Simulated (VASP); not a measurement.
Here is a VASP 6.6.1 calculation.

File INCAR:

```
SYSTEM = Co
ALGO     = Normal         ! electronic algorithm
EDIFF    = 1E-6           ! SCF threshold, eV
ENCUT    = 520            ! plane-wave cutoff, eV
GGA      = PS             ! functional
ISIF     = 2              ! what is computed and relaxed
ISMEAR   = 0              ! smearing method
ISPIN    = 2              ! spin polarisation
LASPH    = .True.         ! aspherical terms in the spheres
LCHARG   = .False.        ! write CHGCAR
LMAXMIX  = 4              ! l up to which the mixer works
LORBIT   = 11             ! projections on sites
LREAL    = .False.        ! projectors in reciprocal space
LWAVE    = .False.        ! write WAVECAR
MAGMOM   = 1.74 1.74      ! initial moments
NBANDS   = 20             ! bands
NELM     = 150            ! most SCF steps
PREC     = Accurate       ! precision mode
SIGMA    = 0.1            ! smearing width, eV
```

Contents of KPOINTS:

```
k-points
0
Gamma
  21 21 10
  0 0 0
```

The input POSCAR:

```
Co
1.0
    2.4558543123      0.0000000000      0.0000000000
   -1.2279271562      2.1268322225      0.0000000000
    0.0000000000      0.0000000000      3.9681248363
Co
2
Direct
    0.3333333333      0.6666666667      0.2500000000
    0.6666666667      0.3333333333      0.7500000000
```

Potentials or basis: VASP PAW PBE potentials, release 64 (Co).

Run with:

```console
$ cat potpaw_PBE.64/Co/POTCAR > POTCAR
$ mpirun -np 1 vasp_std > vasp.out
```

Question: What does it give for the site moments?

Answer: Co +1.56 μB.

Question: What does it give for the net moment?

Answer: 3.11 μB per cell.

Question: Estimate the pressure.

Answer: -1.0 GPa.

Stress tensor (GPa, compression positive):
```
-0.90  0.00  0.00
 0.00 -0.90  0.00
 0.00  0.00 -1.07
```

Caveat: the PAW data sets were made with another functional, which shifts forces and pressure a little.
